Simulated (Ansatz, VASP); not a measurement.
**Be2ZnO3: VASP beside Ansatz**

```xyz
6
Lattice="-1.6536 1.6536 4.4573 1.6536 -1.6536 4.4573 1.6536 1.6536 -4.4573" Properties=species:S:1:pos:R:3 pbc="T T T"
Be    0.0000    0.0000    6.1791
Be    0.0000    0.0000    2.7355
Zn    0.0000    0.0000    0.0000
O     0.0000    1.6536    2.2286
O     1.6536    0.0000    2.2286
O     0.0000    0.0000    4.4573
```

Alike in both runs: functional PBE; k mesh 4 × 4 × 4; occupations gaussian, width 0.15 eV; no spin polarisation.

Ansatz relaxed the structure, and its values are those at the end. VASP's run is a single point on that final structure, the one shown.

|  | VASP | Ansatz |
| --- | --- | --- |
| version | VASP 6.6.1 | Ansatz 0.2.0 |
| potentials or method | VASP PAW PBE potentials, release 64 (Be, Zn, O), cutoff 600 eV | scalar-relativistic, plane waves, PAW |
| valence electrons in the cell | 34 | 34 |

```csv
,VASP,Ansatz,Ansatz less VASP
gap on the k mesh at the Fermi level (eV),none,none,-
pressure (GPa),0.2,0.0,-0.13
```

A gap of «none» marks a metal or a gap that the smearing closes.

The k mesh is coarse, so the values compare programs but aren't converged.
